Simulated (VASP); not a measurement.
Set up this calculation in VASP 6.6.1, as the native input.

```
Task                   : relaxation of cell and atoms
Functional             : PBE
Potentials or basis    : VASP PAW PBE potentials, release 64 (Be)
Cutoff                 : 600 eV
k mesh                 : 15 × 15 × 15
Occupations            : fermi-dirac, width 0.1 eV
Spin                   : no spin polarisation
Dipole correction      : no
Further INCAR settings : ALGO = Normal; EDIFF = 1e-06; IBRION = 2; EDIFFG = -0.005; NSW = 60; ISIF = 3
```

The structure of Be lies in POSCAR:

```
Be
1.0
    0.0000000000      2.1463250724      2.1463250724
    2.1463250724      0.0000000000      2.1463250724
    2.1463250724      2.1463250724      0.0000000000
Be
2
Direct
   -0.1250000000     -0.1250000000     -0.1250000000
    0.1250000000      0.1250000000      0.1250000000
```

This isn't the form of Be at room conditions, which is hcp.

The input as run:

INCAR

```
PREC = Accurate
ENCUT = 600
EDIFF = 1E-6
ISMEAR = -1
SIGMA = 0.1
LREAL = F
LASPH = T
NELM = 80
ALGO = Normal
ISIF = 3
LWAVE = F
LCHARG = F
GGA = PE
IBRION = 2
NSW = 60
EDIFFG = -0.005
```

KPOINTS

```
Automatic mesh
0
Gamma
  15 15 15
```

Potentials or basis: VASP PAW PBE potentials, release 64 (Be).

Command:

```sh
$ cat potpaw_PBE.64/Be/POTCAR > POTCAR
$ mpirun -np 1 vasp_std > vasp.out
```

Results of the run:

```yaml
Relaxed_volume: 14.70 Å³/atom
Relaxed_cell: a = 3.464 Å, b = 3.464 Å, c = 3.464 Å, α = 60.00°, β = 60.00°, γ = 60.00°
Space_group_after_relaxing_to_0.1_Å: Fd-3m (No. 227)
Energy_gained_by_relaxing: 380.8 meV/atom
Ionic_steps: 7
Pressure_after_relaxing: 0.0 GPa
Band_gap_on_the_k_mesh: zero (bands 2 and 3 overlap by 6.20 eV)
```

Caveat: the volume moved by over 15 % at a fixed basis, so the end points are rough.

Run time: 29 s on 1 thread of AMD EPYC 7R13 Processor (Zen 3), with other jobs on the host, peak memory 0.11 GiB.
